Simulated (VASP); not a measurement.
Write the native input for VASP 6.6.1 that does the following.

```yaml
Task: single point
Functional: PBE
Potentials_or_basis: VASP PAW PBE potentials, release 64 (B, P)
Cutoff: 500 eV
k_mesh: 6 × 6 × 4
Occupations: gaussian, width 0.1 eV
Spin: no spin polarisation
Dipole_correction: no
Further_INCAR_settings: ALGO = Normal; EDIFF = 1e-06; NBANDS = 15
```

The structure of B3P lies in POSCAR:

```
B3P
1.0
    3.8789238100      0.0000000000      0.0000000000
   -1.9394619000      3.3592465600      0.0000000000
    0.0000000000      0.0000000000      3.7586331900
B P
3 1
Direct
    0.8622844200      0.1377155800      0.5000000000
    0.8622844200      0.7245688400      0.5000000000
    0.2754311600      0.1377155800      0.5000000000
    0.3333333300      0.6666666700      0.5000000000
```

These files were run (other wordings do the same):

INCAR

```
SYSTEM = B3P
PREC = Accurate
ENCUT = 500
EDIFF = 1E-6
ISMEAR = 0
SIGMA = 0.1
LREAL = .False.
LASPH = .True.
NELM = 120
ALGO = Normal
ISIF = 2
LWAVE = .False.
LCHARG = .False.
GGA = PE
NBANDS = 15
GGA_COMPAT = .False.
```

KPOINTS

```
Automatic mesh
0
Gamma
  6 6 4
  0 0 0
```

Potentials or basis: VASP PAW PBE potentials, release 64 (B, P).

Launch:

```bash
$ cat potpaw_PBE.64/B/POTCAR potpaw_PBE.64/P/POTCAR > POTCAR
$ mpirun -np 1 vasp_std > vasp.out
```

Results of the run:

```json
{
 "Pressure": "12.2 GPa",
 "Largest force": "1.429 eV/Å",
 "Band gap on the k mesh": "zero (band 7 reaches 5.79 eV, above the bottom of band 8 at 3.08 eV)"
}
```

Caveat: the k points lie up to 0.42 Å⁻¹ apart; this functional lacks dispersion, which binds the layers, so the pressure and a relaxed spacing across them are unreliable; forces of over 1 eV/Å act on the atoms, so gaps and moduli don't describe the material at rest.

Run time: 17 s on 1 thread of Intel(R) Xeon(R) Platinum 8259CL CPU @ 2.50GHz (Skylake/Cascade Lake), with other jobs on the host, peak memory 0.15 GiB.
